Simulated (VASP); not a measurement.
# AlSn (P-6m2) in VASP: notebook

Aim: see how the results for AlSn move with the level of theory and the settings. Levels: PBE0, BLYP. Tasks: single point.

Program: VASP 6.6.1. These are calculated values, not measurements. Logs are shortened: lines on timing, memory, paths and dates and some standing lists are left out, and cuts for length are marked.

### 1 The cell of the first run

It takes space group P-6m2 (No. 187, hexagonal). The conventional cell has a = 4.112 Å, b = 4.112 Å, c = 3.239 Å, α = 90.00°, β = 90.00°, γ = 120.00°. Within 3.8 Å of Sn (site symmetry -6m2) lie 6 Al at 2.87 Å and 2 Sn at 3.24 Å. Al (site symmetry -6m2) has 6 Sn at 2.87 Å and 2 Al at 3.24 Å within 3.8 Å.

### 2 Single point, PBE0

File POSCAR:

```
AlSn
1.0
    4.1124059441      0.0000000000      0.0000000000
   -2.0562029720      3.5614480182      0.0000000000
    0.0000000000      0.0000000000      3.2393413848
Sn Al
1 1
Direct
    0.3333333333      0.6666666667      0.5000000000
    0.0000000000      0.0000000000      0.0000000000
```

File INCAR.step1:

```
  PREC = Accurate
  ENCUT = 520
  EDIFF = 1E-5
  ISMEAR = -1
  SIGMA = 0.05
  LREAL = F
  LASPH = T
  NELM = 60
  ALGO = Normal
  ISIF = 2
  LWAVE = T
  LCHARG = F
  GGA = PE
  NBANDS = 16
```

File INCAR.step2:

```
  PREC = Accurate
  ENCUT = 520
  EDIFF = 1E-6
  ISMEAR = -1
  SIGMA = 0.05
  LREAL = F
  LASPH = T
  NELM = 60
  ALGO = Normal
  ISIF = 2
  LWAVE = F
  LCHARG = F
  GGA = PE
  LHFCALC = T
  AEXX = 0.25
  PRECFOCK = Normal
  ISTART = 1
  NBANDS = 16
```

File KPOINTS:

```
Automatic mesh
0
Gamma
  4 4 6
```

Potentials or basis: VASP PAW PBE potentials, release 64 (Sn_d, Al).

The run is started by

```bash
$ cat potpaw_PBE.64/Sn_d/POTCAR potpaw_PBE.64/Al/POTCAR > POTCAR
$ cp INCAR.step1 INCAR
$ mpirun -np 1 vasp_std > vasp.out
$ cp INCAR.step2 INCAR
$ mpirun -np 1 vasp_std > vasp.out
```

OUTCAR:

```text
PREC = Accurate
   ENCUT = 520
   EDIFF = 1E-6
   ISMEAR = -1
   LREAL = F
   LASPH = T
   NELM = 60
   ISIF = 2
   GGA = PE
   LHFCALC = T
   AEXX = 0.25
   PRECFOCK = Normal
   ISTART = 1

 ion  position               nearest neighbor table
   1  0.333  0.667  0.500-   2 2.87   2 2.87   2 2.87   2 2.87   2 2.87   2 2.87
   2  0.000  0.000  0.000-   1 2.87   1 2.87   1 2.87   1 2.87   1 2.87   1 2.87

  LATTYP: Found a hexagonal cell.
 ALAT       =     4.1124059441
 C/A-ratio  =     0.7876998110

  Lattice vectors:

 A1 = (   4.1124059441,   0.0000000000,   0.0000000000)
 A2 = (  -2.0562029720,   3.5614480182,   0.0000000000)
 A3 = (   0.0000000000,   0.0000000000,   3.2393413848)

Analysis of symmetry for initial positions (statically):
=====================================================================
 Subroutine PRICEL returns:
 Original cell was already a primitive cell.

 Routine SETGRP: Setting up the symmetry group for a
 hexagonal supercell.

 Subroutine GETGRP returns: Found 12 space group operations
 (whereof 12 operations were pure point group operations)
 out of a pool of 24 trial point group operations.

The static configuration has the point symmetry D_3h.

Analysis of symmetry for dynamics (positions and initial velocities):
=====================================================================
 Subroutine PRICEL returns:
 Original cell was already a primitive cell.

 Routine SETGRP: Setting up the symmetry group for a
 hexagonal supercell.

 Subroutine GETGRP returns: Found 12 space group operations
 (whereof 12 operations were pure point group operations)
 out of a pool of 24 trial point group operations.

The dynamic configuration has the point symmetry D_3h.

 Subroutine INISYM returns: Found 12 space group operations
 (whereof 12 operations are pure point group operations),
 and found     1 'primitive' translations

----------------------------------------------------------------------------------------

                                     Primitive cell

  volume of cell :      47.4438

  direct lattice vectors                    reciprocal lattice vectors
     4.112405944  0.000000000  0.000000000     0.243166656  0.140392334  0.000000000
    -2.056202972  3.561448018  0.000000000     0.000000000  0.280784668  0.000000000
     0.000000000  0.000000000  3.239341385     0.000000000  0.000000000  0.308704728

  length of vectors
     4.112405944  4.112405944  3.239341385     0.280784668  0.280784668  0.308704728

  position of ions in fractional coordinates (direct lattice)
     0.333333333  0.666666667  0.500000000
     0.000000000  0.000000000  0.000000000

  ion indices of the primitive-cell ions
   primitive index   ion index
                 1           1
                 2           2

----------------------------------------------------------------------------------------

 KPOINTS: Automatic mesh

Automatic generation of k-mesh.
 Grid dimensions read from file:
 generate k-points for:    4    4    6

 Generating k-lattice:

  Cartesian coordinates                     Fractional coordinates (reciprocal lattice)
     0.060791664  0.035098084  0.000000000     0.250000000 -0.000000000  0.000000000
     0.000000000  0.070196167  0.000000000     0.000000000  0.250000000  0.000000000
     0.000000000  0.000000000  0.051450788     0.000000000  0.000000000  0.166666667

  Length of vectors
     0.070196167  0.070196167  0.051450788

  Shift w.r.t. Gamma in fractional coordinates (k-lattice)
     0.000000000  0.000000000  0.000000000

 Subroutine IBZKPT returns following result:
 ===========================================

 Found     16 irreducible k-points:

 Following reciprocal coordinates:
            Coordinates               Weight
  0.000000  0.000000  0.000000      1.000000
  0.250000 -0.000000  0.000000      6.000000
  0.500000 -0.000000  0.000000      3.000000
  0.250000  0.250000  0.000000      6.000000
  0.000000  0.000000  0.166667      2.000000
  0.250000 -0.000000  0.166667     12.000000
[... 8 lines left out ...]
  0.500000 -0.000000  0.500000      3.000000
  0.250000  0.250000  0.500000      6.000000
   k-points           NKPTS =     16   k-points in BZ     NKDIM =     96   number of bands    NBANDS=     16
   number of dos      NEDOS =    301   number of ions     NIONS =      2
   total plane-waves  NPLWV =  24576
   dimension x,y,z NGX =    32 NGY =   32 NGZ =   24
   dimension x,y,z NGXF=    64 NGYF=   64 NGZF=   48
   ions per type =               1   1
   NGX,Y,Z   is equivalent  to a cutoff of  12.94, 12.94, 12.32 a.u.
   NGXF,Y,Z  is equivalent  to a cutoff of  25.87, 25.87, 24.63 a.u.
 SYSTEM =  unknown system
   PREC   = accura    normal or accurate (medium, high low for compatibility)
   ISTART =      1    job   : 0-new  1-cont  2-samecut
   ICHARG =      0    charge: 1-file 2-atom 10-const
   ISPIN  =      1    spin polarized calculation?
   LNONCOLLINEAR =      F non collinear calculations
   LSORBIT =      F    spin-orbit coupling
   LASPH  =      T    aspherical Exc in radial PAW
   ENCUT  =  520.0 eV  38.22 Ry    6.18 a.u.   7.65  7.65  6.02*2*pi/ulx,y,z
   NELM   =     60;   NELMIN=  2; NELMDL=  0     # of ELM steps
   EDIFF  = 0.1E-05   stopping-criterion for ELM
   LREAL  =      F    real-space projection
   EDIFFG = 0.1E-04   stopping-criterion for IOM
   NSW    =      0    number of steps for IOM
   IBRION =     -1    ionic relax: 0-MD 1-quasi-New 2-CG
   NFREE  =      0    steps in history (QN), initial steepest desc. (CG)
   ISIF   =      2    stress and relaxation
   ISYM   =      3    0-nonsym 1-usesym 2-fastsym
   POTIM  = 0.5000    time-step for ionic-motion
   TEBEG  =    0.0;   TEEND  =   0.0 temperature during run
   PSTRESS=    0.0 pullay stress
   NELECT =      17.0000    total number of electrons
   NUPDOWN=      -1.0000    fix difference up-down
   EMIN   =  10.00;   EMAX   =-10.00  energy-range for DOS
   EFERMI =   0.00;   METHOD = LEGACY
   ISMEAR =    -1;   SIGMA  =   0.05  broadening in eV -4-tet -1-fermi 0-gaus
   EFERMI_NEDOS =   21; number of points for ismear=-14 and -15
   IALGO  =     38    algorithm
   IMIX   =      1    mixing-type and parameters
     AMIX     =   0.40;   BMIX     =  1.00
     AMIX_MAG =   1.60;   BMIX_MAG =  1.00
  volume/ion in A,a.u.               =      23.72       160.08
  Fermi-wavevector in a.u.,A,eV,Ry     =   1.162781  2.197338 18.395898  1.352060
  Thomas-Fermi vector in A             =   2.299339
   LORBIT       =      0    0 simple, 1 ext, 2 COOP (PROOUT), +10 PAW based schemes
   GGA     = PE    functional components
   LHFCALC =     T    Hartree Fock is set to
   PRECFOCK=normal    Normal, Fast or Accurate (Low or Medium for compatibility)
   ENCUT4O =  -1.0   cutoff for four orbital integrals eV
   NKREDX  =     1    reduce k-point grid by
   NKREDY  =     1    reduce k-point grid by
   NKREDZ  =     1    reduce k-point grid by
   AEXX    =    0.2500 exact exchange contribution
   HFSCREEN=    0.0000 screening length (either q_TF or 0.3 A-1)
   HFSCREENC=   0.0000 screening length for correlation (either q_TF or 0.3 A-1)
   ENCUTFOCK=  -1.0 apply spherical cutoff to Coloumb kernel
   IVDW    =     0    specifies the selected vdW correction
   LEPSILON=     F    determine dielectric tensor
   LRPA    =     F    only Hartree local field effects (RPA)
 non-spin polarized calculation
  energy-cutoff  :      520.00
  volume of cell :       47.44
 maximum number of plane-waves:      1308
 NGX is ok and might be reduce to    32
  NGX = 24; NGY = 24; NGZ = 20

 number of electron      17.0000005 magnetization

 Free energy of the ion-electron system (eV)
  ---------------------------------------------------
  ext. energy  EPLUGINS =         0.00000000
  ---------------------------------------------------
  free energy    TOTEN  =        -8.75965819 eV

  energy without entropy =       -8.75394665  energy(sigma->0) =       -8.75680242

 E-fermi :   7.0947     XC(G=0):  -7.7650

 val. band max:        7.0138929474   @ k =   0.2500  -0.0000   0.1667
 cond. band min:       7.5671320593   @ k =   0.2500  -0.0000   0.5000
 fundamental gap:      0.5532391119
 Fermi energy:         7.0946884121

 k-point     1 :       0.0000    0.0000    0.0000
  band No.  band energies     occupation
      1     -17.0986      2.00000
      2     -16.9236      2.00000
      3     -16.9236      2.00000
      4     -16.9194      2.00000
      5     -16.9194      2.00000
      6      -5.6859      2.00000
[... 8 lines left out ...]
     15      20.9064      0.00000
     16      21.6130      0.00000

 k-point     2 :       0.2500   -0.0000    0.0000
  band No.  band energies     occupation
      1     -17.0932      2.00000
      2     -16.9280      2.00000
      3     -16.9247      2.00000
      4     -16.9212      2.00000
      5     -16.9062      2.00000
      6      -4.9250      2.00000
[... 8 lines left out ...]
     15      17.7477      0.00000
     16      20.0600      0.00000

 k-point     3 :       0.5000   -0.0000    0.0000
  band No.  band energies     occupation
      1     -17.0881      2.00000
      2     -16.9326      2.00000
      3     -16.9259      2.00000
      4     -16.9229      2.00000
      5     -16.8929      2.00000
      6      -3.4256      2.00000
[... 8 lines left out ...]
     15      18.8176      0.00000
     16      19.1433      0.00000

 k-point     4 :       0.2500    0.2500    0.0000
  band No.  band energies     occupation
      1     -17.0877      2.00000
      2     -16.9310      2.00000
      3     -16.9275      2.00000
      4     -16.9165      2.00000
      5     -16.8997      2.00000
      6      -3.5760      2.00000
[... 8 lines left out ...]
     15      18.0337      0.00000
     16      18.6615      0.00000
[... 172 lines left out ...]
 k-point    14 :       0.2500   -0.0000    0.5000
  band No.  band energies     occupation
      1     -17.0186      2.00000
      2     -17.0110      2.00000
      3     -16.9093      2.00000
      4     -16.8950      2.00000
      5     -16.8685      2.00000
      6      -1.2561      2.00000
[... 8 lines left out ...]
     15      17.4859      0.00000
     16      17.6050      0.00000

 k-point    15 :       0.5000   -0.0000    0.5000
  band No.  band energies     occupation
      1     -17.0283      2.00000
      2     -17.0134      2.00000
      3     -16.9123      2.00000
      4     -16.8830      2.00000
      5     -16.8595      2.00000
      6       0.2272      2.00000
[... 8 lines left out ...]
     15      21.1594      0.00000
     16      22.0151      0.00000

 k-point    16 :       0.2500    0.2500    0.5000
  band No.  band energies     occupation
      1     -17.0249      2.00000
      2     -17.0168      2.00000
      3     -16.9036      2.00000
      4     -16.8903      2.00000
      5     -16.8608      2.00000
      6       0.0814      2.00000
[... 8 lines left out ...]
     15      16.9793      0.00000
     16      21.7505      0.00000

------------------------ aborting loop because EDIFF is reached ----------------------------------------

  FORCE on cell =-STRESS in cart. coord.  units (eV):
  Direction    XX          YY          ZZ          XY          YZ          ZX
  --------------------------------------------------------------------------------------
  -------------------------------------------------------------------------------------
  Total        0.0733586      0.0733586      1.6790377      0.0000000      0.0000000      0.0000000
  in kB        2.4773199      2.4773199     56.7011319      0.0000000      0.0000000      0.0000000
  external PRESSURE =      20.5519239 kB  Pullay stress =       0.0000000 kB

 VOLUME and BASIS-vectors are now :
 -----------------------------------------------------------------------------
  energy-cutoff  :      520.00
  volume of cell :       47.44
      direct lattice vectors                 reciprocal lattice vectors
     4.112405944  0.000000000  0.000000000     0.243166656  0.140392334  0.000000000
    -2.056202972  3.561448018  0.000000000     0.000000000  0.280784668  0.000000000
     0.000000000  0.000000000  3.239341385     0.000000000  0.000000000  0.308704728

 POSITION                                       TOTAL-FORCE (eV/Angst)
 -----------------------------------------------------------------------------------
     -0.00000      2.37430      1.61967        -0.000000      0.000000      0.000000
      0.00000      0.00000      0.00000         0.000000      0.000000      0.000000
 -----------------------------------------------------------------------------------
    total drift:                                0.000008     -0.000009      0.000000

  FREE ENERGIE OF THE ION-ELECTRON SYSTEM (eV)
  ---------------------------------------------------
  free  energy   TOTEN  =        -8.7596581924 eV

  energy  without entropy=       -8.7539466479  energy(sigma->0) =       -8.75680242
```

It took 8.4 min on 1 thread of Intel Xeon Platinum 8488C (Sapphire Rapids), shared host; peak memory 0.18 GiB.

What came out:

| Property | Result |
| --- | --- |
| Free energy | -8.7597 eV |
| Pressure | 2.1 GPa |

Stress tensor (GPa, compression positive):
```
0.25 0.00 0.00
0.00 0.25 0.00
0.00 0.00 5.67
```

Caveat: the k points lie up to 0.44 Å⁻¹ apart; the PAW data sets were made with another functional, which shifts forces and pressure a little; spin-orbit coupling is left out, which moves the levels of the heavy elements.

### 3 Single point, PBE0

This run uses another cell than the first one, of 24.23 Å³/atom, 1.021 times its volume.

File POSCAR:

```
AlSn
1.0
    4.1413675035      0.0000000000      0.0000000000
   -2.0706837517      3.5865294644      0.0000000000
    0.0000000000      0.0000000000      3.2621543997
Sn Al
1 1
Direct
    0.3333333333      0.6666666667      0.5000000000
    0.0000000000      0.0000000000      0.0000000000
```

File INCAR.step1:

```
SYSTEM = AlSn
ALGO = Normal
EDIFF = 1E-5
ENCUT = 520
GGA = PE
ISIF = 2
ISMEAR = -1
LASPH = .TRUE.
LCHARG = .FALSE.
LREAL = .FALSE.
LWAVE = .TRUE.
NBANDS = 16
NELM = 60
PREC = Accurate
SIGMA = 0.05
```

File INCAR.step2:

```
SYSTEM = AlSn
AEXX = 0.25
ALGO = Normal
EDIFF = 1E-7
ENCUT = 520
GGA = PE
ISIF = 2
ISMEAR = -1
ISTART = 1
LASPH = .TRUE.
LCHARG = .FALSE.
LHFCALC = .TRUE.
LREAL = .FALSE.
LWAVE = .FALSE.
NBANDS = 16
NELM = 60
PREC = Accurate
PRECFOCK = Normal
SIGMA = 0.05
```

File KPOINTS:

```
k-points
0
G
  4 4 6
  0 0 0
```

Potentials or basis: VASP PAW PBE potentials, release 64 (Sn_d, Al).

The run is started by

```bash
$ cat potpaw_PBE.64/Sn_d/POTCAR potpaw_PBE.64/Al/POTCAR > POTCAR
$ cp INCAR.step1 INCAR
$ mpirun -np 1 vasp_std > vasp.out
$ cp INCAR.step2 INCAR
$ mpirun -np 1 vasp_std > vasp.out
```

Run time: 10 min. Hardware: 1 thread of Intel Xeon Platinum 8488C (Sapphire Rapids), shared host; peak memory 0.18 GiB.

Results (log left out):

```yaml
Free_energy: -8.7688 eV
Pressure: 0.7 GPa
```

Stress tensor (GPa, compression positive):
```
-0.84  0.00  0.00
 0.00 -0.84  0.00
 0.00  0.00  3.89
```

Levels at points of the mesh, in eV from the Fermi level:
```
           k point  band 6  band 7  band 8  band 9  band 10  band 11
(0.00, 0.00, 0.00)  -12.61   -0.85   -0.85    1.60     3.23     3.86
(0.50, 0.00, 0.00)  -10.40   -7.95   -2.74    1.12     5.49     7.73
(0.00, 0.00, 0.50)   -9.00   -7.86    3.48    3.48     4.46     4.46
(0.50, 0.00, 0.50)   -6.84   -5.45   -4.23   -3.11     1.57     2.97
```

Caveat: the k points lie up to 0.44 Å⁻¹ apart; the PAW data sets were made with another functional, which shifts forces and pressure a little; spin-orbit coupling is left out, which moves the levels of the heavy elements.

### 4 Single point, BLYP

This run uses another cell than the first one, of 25.24 Å³/atom, 1.064 times its volume.

File INCAR:

```
  AGGAC = 1.0
  AGGAX = 1.0
  ALDAC = 0.0
  ALDAX = 1.0
  ALGO = Normal
  EDIFF = 1E-6
  ENCUT = 520
  GGA = B5
  ISIF = 2
  ISMEAR = -1
  LASPH = True
  LCHARG = False
  LREAL = False
  LWAVE = False
  NBANDS = 16
  NELM = 80
  PREC = Accurate
  SIGMA = 0.05
```

File KPOINTS:

```
k-points
0
Gamma
  7 7 8
```

File POSCAR:

```
AlSn
1.0
    4.1981056157      0.0000000000      0.0000000000
   -2.0990528078      3.6356661109      0.0000000000
    0.0000000000      0.0000000000      3.3068470000
Sn Al
1 1
Direct
    0.3333333333      0.6666666667      0.5000000000
    0.0000000000      0.0000000000      0.0000000000
```

The run is started by

```bash
$ cat potpaw_PBE.64/Sn_d/POTCAR potpaw_PBE.64/Al/POTCAR > POTCAR
$ mpirun -np 1 vasp_std > vasp.out
```

Wall time 29 s (1 thread of Intel Xeon Platinum 8259CL at 2.50GHz (Skylake/Cascade Lake), shared host); peak memory 0.18 GiB.

Results (log left out):

| Quantity | Value |
| --- | --- |
| Free energy | -5.5618 eV |
| Pressure | 3.7 GPa |

Stress tensor (GPa, compression positive):
```
3.51 0.00 0.00
0.00 3.51 0.00
0.00 0.00 4.13
```

Levels at points of the mesh, in eV from the Fermi level:
| k point | band 5 | band 6 | band 7 | band 8 | band 9 | band 10 | band 11 | band 12 |
| --- | --- | --- | --- | --- | --- | --- | --- | --- |
| (0.00, 0.00, 0.00) | -21.18 | -10.43 | -0.23 | -0.23 | 0.59 | 2.56 | 3.25 | 3.25 |
| (0.00, 0.00, 0.50) | -21.13 | -7.44 | -6.16 | 2.64 | 2.64 | 3.56 | 3.56 | 3.80 |

Caveat: the PAW data sets were made with another functional, which shifts forces and pressure a little; spin-orbit coupling is left out, which moves the levels of the heavy elements.

### 5 The runs side by side

```csv
level,cell,k mesh,grid for exact exchange (PRECFOCK),gap on the mesh (eV),pressure (GPa)
PBE0,"a = 4.112, b = 4.112, c = 3.239 Å, angles 90.0, 90.0, 120.0°, 2 atoms",4 × 4 × 6,Normal,none,2.1
PBE0,"a = 4.141, b = 4.141, c = 3.262 Å, angles 90.0, 90.0, 120.0°, 2 atoms",4 × 4 × 6,Normal,none,0.7
BLYP,"a = 4.198, b = 4.198, c = 3.307 Å, angles 90.0, 90.0, 120.0°, 2 atoms",7 × 7 × 8,-,none,3.7
```

Alike in all rows: task single point; potentials or basis VASP PAW PBE potentials, release 64 (Sn_d, Al); no spin polarisation; cutoff (eV) 520; smearing fermi-dirac 0.05 eV.

Caveats: some runs use coarse meshes; the PAW data sets were made with another functional, which shifts forces and pressure a little; spin-orbit coupling is left out, which moves the levels of the heavy elements.

Absolute energies hang on the potentials; compare differences alone.
